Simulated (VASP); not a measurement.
Write the native input for VASP 6.6.1 that does the following.

* Task: single point
* Functional: PBE
* Potentials or basis: VASP PAW PBE potentials, release 64 (Ti_sv, O_h)
* Cutoff: 910 eV
* k mesh: 6 × 6 × 10
* Occupations: gaussian, width 0.02 eV
* Spin: no spin polarisation
* Hubbard terms: Ti d U = 4.0 eV
* Dipole correction: no
* Further INCAR settings: ALGO = Normal; EDIFF = 1e-06; NBANDS = 33

The structure of TiO2 lies in POSCAR:

```
TiO2
1.0
    4.4315342593      0.0000000000      0.0000000000
    0.0000000000      4.4315342593      0.0000000000
    0.0000000000      0.0000000000      3.1112045443
Ti O
2 4
Direct
    0.5000000000      0.5000000000      0.0000000000
    0.0000000000      0.0000000000      0.5000000000
    0.6945273371      0.6945273371      0.5000000000
    0.8054726629      0.1945273371      0.0000000000
    0.1945273371      0.8054726629      0.0000000000
    0.3054726629      0.3054726629      0.5000000000
```

This cell differs from its parent crystal: biaxial strain in the a-b plane: -4.5 %, then relaxed in part.

The input as run:

INCAR

```
ALGO = Normal
EDIFF = 1E-6
ENCUT = 910
GGA = PE
GGA_COMPAT = False
ISIF = 2
ISMEAR = 0
LASPH = True
LCHARG = False
LDAU = True
LDAUJ = 0 0
LDAUL = 2 -1
LDAUPRINT = 1
LDAUTYPE = 2
LDAUU = 4 0
LMAXMIX = 4
LREAL = False
LWAVE = False
NBANDS = 33
NELM = 200
PREC = Accurate
SIGMA = 0.02
```

KPOINTS

```
k-points
0
Gamma
  6 6 10
```

Potentials or basis: VASP PAW PBE potentials, release 64 (Ti_sv, O_h).

Launch:

```sh
$ cat potpaw_PBE.64/Ti_sv/POTCAR potpaw_PBE.64/O_h/POTCAR > POTCAR
$ mpirun -np 1 vasp_std > vasp.out
```

Results of the run:

| Item | Value |
| --- | --- |
| Pressure | 16.0 GPa |
| Largest force | 0.025 eV/Å |
| Band gap on the k mesh | 2.45 eV |

Caveat: the cell differs from its parent crystal (biaxial strain in the a-b plane: -4.5 %, then relaxed in part); the stress differs along the axes, from 4 to 22 GPa.

Wall time 6.7 min on 1 thread of Intel(R) Xeon(R) Platinum 8259CL CPU @ 2.50GHz (Skylake/Cascade Lake) (shared host), peak memory 0.39 GiB.
